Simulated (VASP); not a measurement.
Write the native input for VASP 6.6.1 that does the following.

- Task: single point
- Functional: LDA
- Potentials or basis: VASP PAW LDA potentials, release 64 (Ir_sv_GW)
- Cutoff: 560 eV
- k mesh: 18 × 18 × 10
- Occupations: gaussian, width 0.15 eV
- Spin: no spin polarisation
- Dipole correction: no
- Further INCAR settings: ALGO = Normal; EDIFF = 1e-06; NBANDS = 24

The structure of Ir lies in POSCAR:

```
Ir
1.0
    2.8315000000      0.0000000000      0.0000000000
   -1.4157500000      2.4521509308      0.0000000000
    0.0000000000      0.0000000000      4.3862377060
Ir
2
Direct
    0.6666666667      0.3333333333      0.7500000000
    0.3333333333      0.6666666667      0.2500000000
```

This isn't the form of Ir at room conditions, which is fcc.

The input as run:

INCAR

```
PREC = Accurate
ENCUT = 560
EDIFF = 1E-6
ISMEAR = 0
SIGMA = 0.15
LREAL = F
LASPH = T
NELM = 120
ALGO = Normal
ISIF = 2
LWAVE = F
LCHARG = T
GGA = CA
LELF = T
LVHAR = T
NBANDS = 24
GGA_COMPAT = F
```

KPOINTS

```
Automatic mesh
0
Gamma
  18 18 10
```

Potentials or basis: VASP PAW LDA potentials, release 64 (Ir_sv_GW).

Launch:

```sh
$ cat potpaw_LDA.64/Ir_sv_GW/POTCAR > POTCAR
$ mpirun -np 1 vasp_std > vasp.out
```

Results of the run:

```yaml
Pressure: -28.5 GPa
Band_gap_on_the_k_mesh: zero (bands 17 and 18 overlap by 2.92 eV)
```

Caveat: the stress differs along the axes, from -32 to -21 GPa; spin-orbit coupling is left out, which moves the levels of the heavy elements.

Run time: 2.5 min on 1 thread of Intel(R) Xeon(R) Platinum 8259CL CPU @ 2.50GHz (Skylake/Cascade Lake) (shared host), peak memory 0.26 GiB.
